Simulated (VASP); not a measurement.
# Ru (Im-3m) in VASP: single point with r2SCAN

Aim: the single point of Ru with r2SCAN.

Program: VASP 6.6.1. These are calculated values, not measurements. Logs are shortened: lines on timing, memory, paths and dates and some standing lists are left out, and cuts for length are marked.

### 1 The cell of the first run

It takes space group Im-3m (No. 229, cubic). Conventional cell: a = 3.019 Å, b = 3.019 Å, c = 3.019 Å, α = 90.00°, β = 90.00°, γ = 90.00°. Within 3.4 Å of Ru (site symmetry m-3m) lie 14 Ru at 2.61 to 3.02 Å.

### 2 Single point, r2SCAN

Input file POSCAR:

```
Ru
1.0
   -1.5092818654      1.5092818654      1.5092818654
    1.5092818654     -1.5092818654      1.5092818654
    1.5092818654      1.5092818654     -1.5092818654
Ru
1
Direct
    0.0000000000      0.0000000000      0.0000000000
```

Input file INCAR.step1:

```
  PREC = Accurate
  ENCUT = 550
  ISMEAR = 0
  SIGMA = 0.1
  LREAL = F
  LASPH = T
  NELM = 120
  NBANDS = 13
  GGA = PE
  ALGO = Normal
  EDIFF = 1E-5
  LWAVE = T
  LCHARG = F
  GGA_COMPAT = F
```

Input file INCAR.step2:

```
  PREC = Accurate
  ENCUT = 550
  EDIFF = 1E-6
  ISMEAR = 0
  SIGMA = 0.1
  LREAL = F
  LASPH = T
  NELM = 120
  ALGO = Normal
  ISIF = 2
  LWAVE = F
  LCHARG = T
  METAGGA = R2SCAN
  LMIXTAU = T
  LELF = T
  LVHAR = T
  NBANDS = 13
  ISTART = 1
  GGA_COMPAT = F
```

Input file KPOINTS:

```
regular mesh
0
Gamma
  20 20 20
```

Potentials or basis: VASP PAW PBE potentials, release 64 (Ru_pv).

On the command line:

```bash
$ cat potpaw_PBE.64/Ru_pv/POTCAR > POTCAR
$ cp INCAR.step1 INCAR
$ mpirun -np 1 vasp_std > vasp.out
$ cp INCAR.step2 INCAR
$ mpirun -np 1 vasp_std > vasp.out
```

OUTCAR:

```text
PREC = Accurate
   ENCUT = 550
   EDIFF = 1E-6
   ISMEAR = 0
   LREAL = F
   LASPH = T
   NELM = 120
   ISIF = 2
   METAGGA = R2SCAN
   ISTART = 1

 ion  position               nearest neighbor table
   1  0.000  0.000  0.000-

  LATTYP: Found a body centered cubic cell.
 ALAT       =     3.0185637308

  Lattice vectors:

 A1 = (  -1.5092818654,   1.5092818654,   1.5092818654)
 A2 = (   1.5092818654,  -1.5092818654,   1.5092818654)
 A3 = (   1.5092818654,   1.5092818654,  -1.5092818654)

Analysis of symmetry for initial positions (statically):
=====================================================================
 Subroutine PRICEL returns:
 Original cell was already a primitive cell.

 Routine SETGRP: Setting up the symmetry group for a
 body centered cubic supercell.

 Subroutine GETGRP returns: Found 48 space group operations
 (whereof 48 operations were pure point group operations)
 out of a pool of 48 trial point group operations.

The static configuration has the point symmetry O_h .

Analysis of symmetry for dynamics (positions and initial velocities):
=====================================================================
 Subroutine PRICEL returns:
 Original cell was already a primitive cell.

 Routine SETGRP: Setting up the symmetry group for a
 body centered cubic supercell.

 Subroutine GETGRP returns: Found 48 space group operations
 (whereof 48 operations were pure point group operations)
 out of a pool of 48 trial point group operations.

The dynamic configuration has the point symmetry O_h .

 Subroutine INISYM returns: Found 48 space group operations
 (whereof 48 operations are pure point group operations),
 and found     1 'primitive' translations

----------------------------------------------------------------------------------------

                                     Primitive cell

  volume of cell :      13.7522

  direct lattice vectors                    reciprocal lattice vectors
    -1.509281865  1.509281865  1.509281865     0.000000000  0.331283381  0.331283381
     1.509281865 -1.509281865  1.509281865     0.331283381  0.000000000  0.331283381
     1.509281865  1.509281865 -1.509281865     0.331283381  0.331283381  0.000000000

  length of vectors
     2.614152874  2.614152874  2.614152874     0.468505451  0.468505451  0.468505451

  position of ions in fractional coordinates (direct lattice)
[... 83 lines left out ...]
   ISIF   =      2    stress and relaxation
   ISYM   =      2    0-nonsym 1-usesym 2-fastsym
   POTIM  = 0.5000    time-step for ionic-motion
   TEBEG  =    0.0;   TEEND  =   0.0 temperature during run
   PSTRESS=    0.0 pullay stress
   NELECT =      14.0000    total number of electrons
   NUPDOWN=      -1.0000    fix difference up-down
   EMIN   =  10.00;   EMAX   =-10.00  energy-range for DOS
   EFERMI =   0.00;   METHOD = LEGACY
   ISMEAR =     0;   SIGMA  =   0.10  broadening in eV -4-tet -1-fermi 0-gaus
   EFERMI_NEDOS =   21; number of points for ismear=-14 and -15
   IALGO  =     38    algorithm
   IMIX   =      4    mixing-type and parameters
     AMIX     =   0.40;   BMIX     =  1.00
     AMIX_MAG =   1.60;   BMIX_MAG =  1.00
  volume/ion in A,a.u.               =      13.75        92.80
  Fermi-wavevector in a.u.,A,eV,Ry     =   1.646874  3.112141 36.901659  2.712195
  Thomas-Fermi vector in A             =   2.736429
   LORBIT       =      0    0 simple, 1 ext, 2 COOP (PROOUT), +10 PAW based schemes
   METAGGA = R2SCAN    functional components
   LHFCALC =     F    Hartree Fock is set to
   AEXX    =    0.0000 exact exchange contribution
   IVDW    =     0    specifies the selected vdW correction
   LEPSILON=     F    determine dielectric tensor
   LRPA    =     F    only Hartree local field effects (RPA)
 non-spin polarized calculation
 Gauss-broadening in eV      SIGMA  =   0.10
  energy-cutoff  :      550.00
  volume of cell :       13.75
 maximum number of plane-waves:       420
   NGX =  9   NGY =  9   NGZ =  9

 number of electron      13.9999995 magnetization

 Free energy of the ion-electron system (eV)
  ---------------------------------------------------
  ext. energy  EPLUGINS =         0.00000000
  ---------------------------------------------------
  free energy    TOTEN  =       -24.77311505 eV

  energy without entropy =      -24.76392880  energy(sigma->0) =      -24.76852192

 E-fermi :  12.6716     XC(G=0): -15.2994

 val. band max:       12.6666735545   @ k =   0.4000   0.0500  -0.0000
 cond. band min:      12.6774711355   @ k =   0.2000   0.2000   0.1000
 fundamental gap:      0.0107975810
 Fermi energy:        12.6716205127

 k-point     1 :       0.0000    0.0000    0.0000
  band No.  band energies     occupation
      1     -31.2697      2.00000
      2     -31.2697      2.00000
      3     -31.2697      2.00000
      4       4.2200      2.00000
      5       9.6418      2.00000
      6       9.6418      2.00000
      7       9.6418      2.00000
      8      12.5998      1.69046
      9      12.5998      1.69046
     10      21.1097      0.00000
     11      30.6445      0.00000
     12      30.6445      0.00000
     13      30.6445      0.00000
[... 354 lines left out ...]
  band No.  band energies     occupation
      1     -32.0251      2.00000
      2     -31.5209      2.00000
      3     -31.3120      2.00000
      4       6.7643      2.00000
      5       8.4040      2.00000
      6       9.7828      2.00000
      7      12.0218      2.00000
      8      12.9936      0.00001
      9      13.5517      0.00000
     10      21.1096      0.00000
     11      28.4440      0.00000
     12      29.3143      0.00000
     13      34.5688      0.00000

 [... further k-points ...]

------------------------ aborting loop because EDIFF is reached ----------------------------------------

  FORCE on cell =-STRESS in cart. coord.  units (eV):
  Direction    XX          YY          ZZ          XY          YZ          ZX
  --------------------------------------------------------------------------------------
  -------------------------------------------------------------------------------------
  Total        0.4767591      0.4767591      0.4767591      0.0000000      0.0000000      0.0000000
  in kB       55.5441798     55.5441798     55.5441798      0.0000000      0.0000000      0.0000000
  external PRESSURE =      55.5441798 kB  Pullay stress =       0.0000000 kB

 VOLUME and BASIS-vectors are now :
 -----------------------------------------------------------------------------
  energy-cutoff  :      550.00
  volume of cell :       13.75
      direct lattice vectors                 reciprocal lattice vectors
    -1.509281865  1.509281865  1.509281865     0.000000000  0.331283381  0.331283381
     1.509281865 -1.509281865  1.509281865     0.331283381  0.000000000  0.331283381
     1.509281865  1.509281865 -1.509281865     0.331283381  0.331283381  0.000000000

 POSITION                                       TOTAL-FORCE (eV/Angst)
 -----------------------------------------------------------------------------------
      0.00000      0.00000      0.00000        -0.000000      0.000000      0.000000
 -----------------------------------------------------------------------------------
    total drift:                                0.000000      0.000000      0.000000

  FREE ENERGIE OF THE ION-ELECTRON SYSTEM (eV)
  ---------------------------------------------------
  free  energy   TOTEN  =       -24.7731150451 eV

  energy  without entropy=      -24.7639287997  energy(sigma->0) =      -24.76852192
```

OSZICAR.step1:

```text
N       E                     dE             d eps       ncg     rms          rms(c)
DAV:   1     0.110139719451E+03    0.11014E+03   -0.87152E+03  6685   0.120E+03
DAV:   2    -0.787664649721E+01   -0.11802E+03   -0.11326E+03  7176   0.331E+02
DAV:   3    -0.918685006809E+01   -0.13102E+01   -0.13043E+01  7566   0.382E+01
DAV:   4    -0.919066583992E+01   -0.38158E-02   -0.38157E-02  7136   0.222E+00
DAV:   5    -0.919069066413E+01   -0.24824E-04   -0.24824E-04  7621   0.163E-01    0.130E+01
DAV:   6    -0.863735046370E+01    0.55334E+00   -0.93476E-01  6871   0.124E+01    0.414E+00
DAV:   7    -0.859837503395E+01    0.38975E-01   -0.73734E-02  7441   0.321E+00    0.125E+00
DAV:   8    -0.859491716211E+01    0.34579E-02   -0.58144E-03  6806   0.102E+00    0.154E-01
DAV:   9    -0.859471816073E+01    0.19900E-03   -0.18069E-04  6986   0.186E-01    0.216E-02
DAV:  10    -0.859471940539E+01   -0.12447E-05   -0.40874E-06  4033   0.266E-02
   1 F= -.85947194E+01 E0= -.85895432E+01  d E =-.103523E-01
```

Wall time 1.7 min (1 thread of Intel Xeon 6975P-C, shared host); peak memory 0.17 GiB.

What came out:

| Property | Result |
| --- | --- |
| Free energy | -24.7731 eV |
| Pressure | 5.6 GPa |
| Band gap on the k mesh | zero (band 7 reaches 14.55 eV, above the bottom of band 8 at 10.82 eV) |

Caveat: the PAW data sets were made with another functional, which shifts forces and pressure a little.
